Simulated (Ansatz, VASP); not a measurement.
One calculation of BN, two programs

The input INCAR:

```
SYSTEM = BN
PREC = Accurate
ENCUT = 520
EDIFF = 1E-7
ISMEAR = 0
SIGMA = 0.01
LREAL = .FALSE.
LASPH = .TRUE.
NELM = 80
ALGO = Normal
ISIF = 2
LWAVE = .FALSE.
LCHARG = .FALSE.
GGA = PE
NBANDS = 11
```

The input KPOINTS:

```
Automatic mesh
0
G
  9 9 9
  0 0 0
```

POSCAR

```
BN
1.0
    0.0000000000      1.8516026516      1.8516026516
    1.8516026516      0.0000000000      1.8516026516
    1.8516026516      1.8516026516      0.0000000000
B N
1 1
Direct
    0.0000000000      0.0000000000      0.0000000000
    0.2500000000      0.2500000000      0.2500000000
```

Input for Ansatz:

```yaml
crystal:
  lattice:
    - [0.0, 1.8516026516208832, 1.8516026516208832]
    - [1.8516026516208832, 0.0, 1.8516026516208832]
    - [1.8516026516208832, 1.8516026516208832, 0.0]
  atoms:
    - { symbol: B, position: [0.0, 0.0, 0.0] }
    - { symbol: "N", position: [0.25, 0.25, 0.25] }
basis:
  ecutwfc: 500.0
kpoints:
  mp_grid:
    grid: [9, 9, 9]
hamiltonian:
  xc: pbe
scf:
  occupations:
    method: fixed
output:
  stress: true
```

Alike in both runs: task single point; functional PBE; k mesh 9 × 9 × 9; no spin polarisation.

```csv
,VASP,Ansatz
version,VASP 6.6.1,Ansatz 0.2.0
potentials or method,"VASP PAW PBE potentials, release 64 (B, N), cutoff 520 eV","plane waves, PAW"
occupations,"gaussian, width 0.01 eV",fixed
valence electrons in the cell,8,8
```

VASP gave:

| Item | Value |
| --- | --- |
| pressure (GPa) | -21.1 |

Question: Which values does Ansatz return?

Answer: Pressure (GPa): -21.2.
